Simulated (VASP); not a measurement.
# Cu (I4/mmm) in VASP: notebook, part 2 of 2

VASP 6.6.1. The steps go on from the part before.

## Step 4: Relaxation of cell and atoms, PBE

The input, INCAR:

```
SYSTEM = Cu
PREC = Accurate
ENCUT = 600
EDIFF = 1E-6
ISMEAR = 0
SIGMA = 0.1
LREAL = .False.
LASPH = .True.
NELM = 80
ALGO = Normal
ISIF = 3
LWAVE = .False.
LCHARG = .False.
GGA = PE
IBRION = 2
NSW = 80
EDIFFG = -0.01
```

The input, KPOINTS:

```
regular mesh
0
Gamma
  8 8 8
  0 0 0
```

The input, POSCAR:

```
Cu
1.0
   -1.4427933200      1.4427933200      1.3760814500
    1.4427933200     -1.4427933200      1.3760814500
    1.4427933200      1.4427933200     -1.3760814500
Cu
1
Direct
    0.0000000000      0.0000000000      0.0000000000
```

Potentials or basis: VASP PAW PBE potentials, release 64 (Cu).

Command:

```
$ cat potpaw_PBE.64/Cu/POTCAR > POTCAR
$ mpirun -np 1 vasp_std > vasp.out
```

OUTCAR:

```text
SYSTEM = Cu
   PREC = Accurate
   ENCUT = 600
   EDIFF = 1E-6
   ISMEAR = 0
   LREAL = .False.
   LASPH = .True.
   NELM = 80
   ISIF = 3
   GGA = PE
   IBRION = 2
   NSW = 80
   EDIFFG = -0.01

 ion  position               nearest neighbor table
   1  0.000  0.000  0.000-

  LATTYP: Found a body centered tetragonal cell.
 ALAT       =     2.8855866400
 C/A-ratio  =     0.9537620052

  Lattice vectors:

 A1 = (  -1.4427933200,   1.4427933200,   1.3760814500)
 A2 = (   1.4427933200,  -1.4427933200,   1.3760814500)
 A3 = (   1.4427933200,   1.4427933200,  -1.3760814500)

Analysis of symmetry for initial positions (statically):
=====================================================================
 Subroutine PRICEL returns:
 Original cell was already a primitive cell.

 Routine SETGRP: Setting up the symmetry group for a
 body centered tetragonal supercell.

 Subroutine GETGRP returns: Found 16 space group operations
 (whereof 16 operations were pure point group operations)
 out of a pool of 16 trial point group operations.

The static configuration has the point symmetry D_4h.

Analysis of symmetry for dynamics (positions and initial velocities):
=====================================================================
 Subroutine PRICEL returns:
[... 224 lines left out ...]
--------------------------------------- Ionic step        3  -------------------------------------------

 number of electron      10.9999997 magnetization

 Free energy of the ion-electron system (eV)
  ---------------------------------------------------
  ext. energy  EPLUGINS =         0.00000000
  ---------------------------------------------------
  free energy    TOTEN  =        -3.65708458 eV

  energy without entropy =       -3.65265907  energy(sigma->0) =       -3.65487182

 E-fermi :   7.3982     XC(G=0): -12.6018

 val. band max:        7.3915954014   @ k =   0.5000   0.1250   0.0000
 cond. band min:       7.4781257241   @ k =   0.3750   0.1250   0.0000
 fundamental gap:      0.0865303227
 Fermi energy:         7.3981630723

 k-point     1 :       0.0000    0.0000    0.0000
  band No.  band energies     occupation
      1      -1.8645      2.00000
      2       4.1574      2.00000
      3       4.3379      2.00000
      4       4.3379      2.00000
      5       5.1482      2.00000
      6       5.3280      2.00000
      7      31.6787      0.00000
      8      31.6787      0.00000
      9      32.8820      0.00000
[... 265 lines left out ...]
 k-point    24 :       0.3750    0.1250    0.1250
  band No.  band energies     occupation
      1       2.9756      2.00000
      2       3.4840      2.00000
      3       4.4982      2.00000
      4       5.2765      2.00000
      5       5.4270      2.00000
      6       9.5031      0.00000
      7      12.1455      0.00000
      8      19.0434      0.00000
      9      19.1851      0.00000

 [... further k-points ...]

------------------------ aborting loop because EDIFF is reached ----------------------------------------

  FORCE on cell =-STRESS in cart. coord.  units (eV):
  Direction    XX          YY          ZZ          XY          YZ          ZX
  --------------------------------------------------------------------------------------
  -------------------------------------------------------------------------------------
  Total        0.0030645      0.0030645      0.0033801      0.0000000      0.0000000     -0.0000000
  in kB        0.4066675      0.4066675      0.4485525      0.0000000      0.0000000     -0.0000000
  external PRESSURE =       0.4206291 kB  Pullay stress =       0.0000000 kB
[... 16 lines left out ...]
  FREE ENERGIE OF THE ION-ELECTRON SYSTEM (eV)
  ---------------------------------------------------
  free  energy   TOTEN  =        -3.6570845758 eV

  energy  without entropy=       -3.6526590702  energy(sigma->0) =       -3.65487182

 reached required accuracy - stopping structural energy minimisation
```

CONTCAR:

```text
Cu
   1.00000000000000
    -1.4676912336767569    1.4676912336767569    1.4011982402887442
     1.4676912336767569   -1.4676912336767569    1.4011982402887442
     1.4676912336767569    1.4676912336767569   -1.4011982402887442
  Cu
     1
Direct
     0.0000000000000000    0.0000000000000000    0.0000000000000000

  0.00000000E+00  0.00000000E+00  0.00000000E+00
```

It took 14 s on 1 thread of Intel Xeon Platinum 8259CL at 2.50GHz (Skylake/Cascade Lake), shared host; peak memory 0.13 GiB.

Results:

| Property | Result |
| --- | --- |
| Free energy | -3.6571 eV |
| Relaxed volume | 12.07 Å³/atom |
| Relaxed cell | a = 2.504 Å, b = 2.504 Å, c = 2.504 Å, α = 108.24°, β = 108.24°, γ = 111.96° |
| Space group after relaxing (to 0.1 Å) | I4/mmm (No. 139) |
| Energy gained by relaxing | 14.8 meV/atom |
| Ionic steps | 3 |
| Pressure after relaxing | 0.0 GPa |
| Band gap on the k mesh | zero (an odd number of electrons rules out a gap without spin polarisation) |

Step by step:
```csv
step,energy change (eV),largest force (eV/Å),pressure (GPa),volume (Å³)
1,0.0000,0.0000,8.17,11.46
2,-0.0101,0.0000,-3.90,12.45
3,-0.0148,0.0000,0.04,12.07
```

Final structure:
```cif
data_structure
_symmetry_space_group_name_H-M 'P 1'
_symmetry_Int_Tables_number 1
_cell_length_a 2.5043
_cell_length_b 2.5043
_cell_length_c 2.5043
_cell_angle_alpha 108.243
_cell_angle_beta 108.243
_cell_angle_gamma 111.956
_cell_volume 12.07
loop_
_atom_site_label
_atom_site_type_symbol
_atom_site_fract_x
_atom_site_fract_y
_atom_site_fract_z
_atom_site_occupancy
Cu1 Cu 0.00000 0.00000 0.00000 1
```

Levels at points of the mesh, in eV from the Fermi level:
```csv
k point,band 2,band 3,band 4,band 5,band 6,band 7,band 8,band 9
"(0.00, 0.00, 0.00)",-3.24,-3.06,-3.06,-2.25,-2.07,24.28,24.28,25.48
"(0.50, 0.00, 0.00)",-3.88,-2.18,-1.97,-1.44,-0.49,4.32,16.78,16.85
"(0.50, 0.50, 0.00)",-3.66,-2.32,-2.10,-1.46,-0.84,3.82,18.06,18.11
"(0.50, 0.50, 0.50)",-4.57,-1.62,-1.62,-1.58,7.46,7.46,9.20,12.89
```

Caveat: the k points lie up to 0.39 Å⁻¹ apart in the final cell, too coarse for converged energies and pressures of a metal.

## Step 5: The runs side by side

```tsv
k mesh	gap on the mesh (eV)	pressure (GPa)	relaxed volume (Å³/atom)
4 × 4 × 4	none	-0.1	12.01
6 × 6 × 6	none	-0.1	12.11
8 × 8 × 8	none	0.0	12.07
```

Alike in all rows: task relaxation of cell and atoms; level PBE; potentials or basis VASP PAW PBE potentials, release 64 (Cu); no spin polarisation; cell relaxed; cutoff (eV) 600; smearing gaussian 0.1 eV.

Caveats: all runs use coarse meshes.

Absolute energies hang on the potentials; compare differences alone.

The gap in the log of VASP goes by the Fermi energy; the results here count the filled bands.